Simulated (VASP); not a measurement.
Wanted: the native input for a VASP 6.6.1 run.

* Task: single point
* Functional: PBE
* Potentials or basis: VASP PAW PBE potentials, release 64 (Be, W_sv, N)
* Cutoff: 600 eV
* k mesh: 3 × 3 × 4
* Occupations: gaussian, width 0.15 eV
* Spin: no spin polarisation
* Dipole correction: no
* Further INCAR settings: ALGO = Normal; EDIFF = 1e-06; NBANDS = 26

The structure of Be2WN3 lies in POSCAR:

```
Be2WN3
1.0
    1.9339154112     -3.1238888605      0.0000000000
    1.9339154112      3.1238888605      0.0000000000
    0.0000000000      0.0000000000      4.3028678091
Be W N
2 1 3
Direct
    0.0000000000      0.5000000000      0.5000000000
    0.5000000000      0.0000000000      0.5000000000
    0.5000000000      0.5000000000      0.0000000000
    0.1757916990      0.8242083010      0.0000000000
    0.8242083010      0.1757916990      0.0000000000
    0.0000000000      0.0000000000      0.5000000000
```

The cell was built from a structure type or drawn by symmetry, and may not be a known phase.

The input as run:

INCAR

```
SYSTEM = Be2WN3
  ALGO = Normal
  EDIFF = 1E-6
  ENCUT = 600
  GGA = PE
  GGA_COMPAT = .FALSE.
  ISIF = 2
  ISMEAR = 0
  LASPH = .TRUE.
  LCHARG = .FALSE.
  LREAL = .FALSE.
  LWAVE = .FALSE.
  NBANDS = 26
  NELM = 120
  PREC = Accurate
  SIGMA = 0.15
```

KPOINTS

```
k-points
0
G
  3 3 4
  0 0 0
```

Potentials or basis: VASP PAW PBE potentials, release 64 (Be, W_sv, N).

The run is started by

```bash
$ cat potpaw_PBE.64/Be/POTCAR potpaw_PBE.64/W_sv/POTCAR potpaw_PBE.64/N/POTCAR > POTCAR
$ mpirun -np 1 vasp_std > vasp.out
```

Results of the run:

```
Pressure               : 0.7 GPa
Largest force          : 0.091 eV/Å
Band gap on the k mesh : zero (an odd number of electrons rules out a gap without spin polarisation)
```

Caveat: the k points lie up to 0.64 Å⁻¹ apart, too coarse for converged energies and pressures of a metal; spin-orbit coupling is left out, which moves the levels of the heavy elements.

Run time: 39 s on 1 thread of Intel Xeon 8259CL, on a shared host, peak memory 0.19 GiB.
